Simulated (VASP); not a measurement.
A run of VASP 6.6.1:

The input POSCAR:

```
AlH3
1.0
    2.2439220657      1.2955290104      3.9481622614
   -2.2439220657      1.2955290104      3.9481622614
    0.0000000000     -2.5910580157      3.9481622631
Al H
2 6
Direct
    0.0000000000      0.0000000000      0.0000000000
    0.5000000000      0.5000000000      0.5000000000
    0.8757177281      0.6242822719      0.2500000000
    0.2500000000      0.8757177281      0.6242822719
    0.6242822719      0.2500000000      0.8757177281
    0.1242822719      0.3757177281      0.7500000000
    0.7500000000      0.1242822719      0.3757177281
    0.3757177281      0.7500000000      0.1242822719
```

Contents of INCAR.step1:

```
ALGO = Normal
EDIFF = 1E-4
ENCUT = 520
GGA = PE
ISMEAR = 0
LASPH = True
LCHARG = False
LREAL = False
LWAVE = True
NBANDS = 16
NELM = 100
PREC = Accurate
SIGMA = 0.02
```

File INCAR.step2:

```
ALGO = Normal
EDIFF = 1E-7
ENCUT = 520
ISIF = 2
ISMEAR = 0
ISTART = 1
LASPH = True
LCHARG = False
LMIXTAU = True
LREAL = False
LWAVE = False
METAGGA = R2SCAN
NBANDS = 16
NELM = 100
PREC = Accurate
SIGMA = 0.02
```

Contents of KPOINTS:

```
k-points
0
Gamma
  6 6 6
```

Potentials or basis: VASP PAW PBE potentials, release 64 (Al, H).

The run is started by

```console
$ cat potpaw_PBE.64/Al/POTCAR potpaw_PBE.64/H/POTCAR > POTCAR
$ cp INCAR.step1 INCAR
$ mpirun -np 1 vasp_std > vasp.out
$ cp INCAR.step2 INCAR
$ mpirun -np 1 vasp_std > vasp.out
```

Hardware: 1 thread of AMD EPYC 7R13 Processor (Zen 3), on a shared host.

How long does it take, and how much memory?

Wall time 2.6 min on 1 thread of AMD EPYC 7R13 Processor (Zen 3), on a shared host, peak memory 0.19 GiB. Counts: k points 32.
